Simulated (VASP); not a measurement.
The system is Mg.

```
Mg
1.0
     3.20930    0.00000    0.00000
    -1.60465    2.77934    0.00000
     0.00000    0.00000    5.21030
Mg
2
Direct
  0.33333 0.66667 0.25000
  0.66667 0.33333 0.75000
```

- Program: VASP 6.6.1
- Task: relaxation of cell and atoms
- Functional: LDA
- Potentials or basis: VASP PAW LDA potentials, release 64 (Mg)
- Cutoff: 600 eV
- k mesh: 9 × 9 × 5
- Occupations: fermi-dirac, width 0.1 eV
- Spin: no spin polarisation

At the start: pressure -2.8 GPa; volume 23.24 Å³/atom.

Task: How do energy, volume and symmetry change on relaxing?

Result: Over 3 steps the energy falls by 16.5 meV/atom and the volume is 21.47 Å³/atom (-7.6 %); space group P6_3/mmc (No. 194, to 0.05 Å).

Step by step:
```tsv
step	energy change (eV)	largest force (eV/Å)	pressure (GPa)	volume (Å³)
1	0.0000	0.0000	-2.77	46.47
2	-0.0307	0.0000	-0.83	43.82
3	-0.0331	0.0000	-0.04	42.94
```

Final structure:
```
CELL_PARAMETERS angstrom
3.12673 0.00000 0.00000
-1.56336 2.70782 0.00000
0.00000 0.00000 5.07226
ATOMIC_POSITIONS crystal
Mg 0.33333 0.66667 0.25000
Mg 0.66667 0.33333 0.75000
```
